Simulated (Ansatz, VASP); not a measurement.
## One calculation of Si2Ni, two programs

INCAR

```
PREC = Accurate ; ENCUT = 520
EDIFF = 1E-6 ; ISMEAR = 0
SIGMA = 0.1 ; LREAL = F
LASPH = T ; NELM = 100
ALGO = Normal ; ISIF = 2
LWAVE = F ; LCHARG = F
GGA = PE ; NBANDS = 48
```

Contents of KPOINTS:

```
regular mesh
0
Gamma
  3 3 3
```

POSCAR

```
Si2Ni
1.0
    0.0000000000     -4.8295562950     -4.8295562950
   -4.8295562950      0.0000000000     -4.8295562950
    4.8295562950      4.8295562950     -9.6591125900
Si Ni
8 4
Direct
    0.8125000000      0.8125000000      0.0625000000
    0.3125000000      0.3125000000      0.5625000000
    0.5625000000      0.5625000000      0.3125000000
    0.0625000000      0.0625000000      0.8125000000
    0.8125000000      0.3125000000      0.0625000000
    0.3125000000      0.8125000000      0.5625000000
    0.3125000000      0.8125000000      0.0625000000
    0.8125000000      0.3125000000      0.5625000000
    0.6250000000      0.6250000000      0.1250000000
    0.1250000000      0.1250000000      0.6250000000
    0.5000000000      0.5000000000      0.5000000000
    1.0000000000      0.0000000000      0.0000000000
```

Input for Ansatz:

```yaml
crystal:
  lattice:
    - [0.0, -4.829556295, -4.829556295]
    - [-4.829556295, 0.0, -4.829556295]
    - [4.829556295, 4.829556295, -9.65911259]
  atoms:
    - { symbol: Si, position: [0.8125, 0.8125, 0.0625] }
    - { symbol: Si, position: [0.3125, 0.3125, 0.5625] }
    - { symbol: Si, position: [0.5625, 0.5625, 0.3125] }
    - { symbol: Si, position: [0.0625, 0.0625, 0.8125] }
    - { symbol: Si, position: [0.8125, 0.3125, 0.0625] }
    - { symbol: Si, position: [0.3125, 0.8125, 0.5625] }
    - { symbol: Si, position: [0.3125, 0.8125, 0.0625] }
    - { symbol: Si, position: [0.8125, 0.3125, 0.5625] }
    - { symbol: Ni, position: [0.625, 0.625, 0.125] }
    - { symbol: Ni, position: [0.125, 0.125, 0.625] }
    - { symbol: Ni, position: [0.5, 0.5, 0.5] }
    - { symbol: Ni, position: [1.0, 0.0, 0.0] }
basis:
  ecutwfc: 420
kpoints:
  mp_grid: { grid: [3, 3, 3] }
hamiltonian:
  xc: pbe
scf:
  occupations: { method: gaussian, width: 0.1 }
  lower_state_search: "off"
output:
  forces: true
  stress: true
  eigenvalues: true
```

Alike in both runs: task single point; functional PBE; k mesh 3 × 3 × 3; occupations gaussian, width 0.1 eV; no spin polarisation.

|  | VASP | Ansatz |
| --- | --- | --- |
| version | VASP 6.6.1 | Ansatz 0.2.0 |
| potentials or method | VASP PAW PBE potentials, release 64 (Si, Ni), cutoff 520 eV | scalar-relativistic, plane waves, PAW |
| valence electrons in the cell | 72 | 104 |

VASP gave:

* gap on the k mesh at the Fermi level (eV): 1.04
* least direct gap on the mesh (eV): 1.11
* pressure (GPa): 0.0

Problem. Which values does Ansatz return?

Solution. gap on the k mesh at the Fermi level (eV): 1.07; least direct gap on the mesh (eV): 1.13; pressure (GPa): 0.0.

VASP's potentials hold 72 valence electrons a cell and Ansatz's 104, so a difference there can come from the potentials and not from the codes.
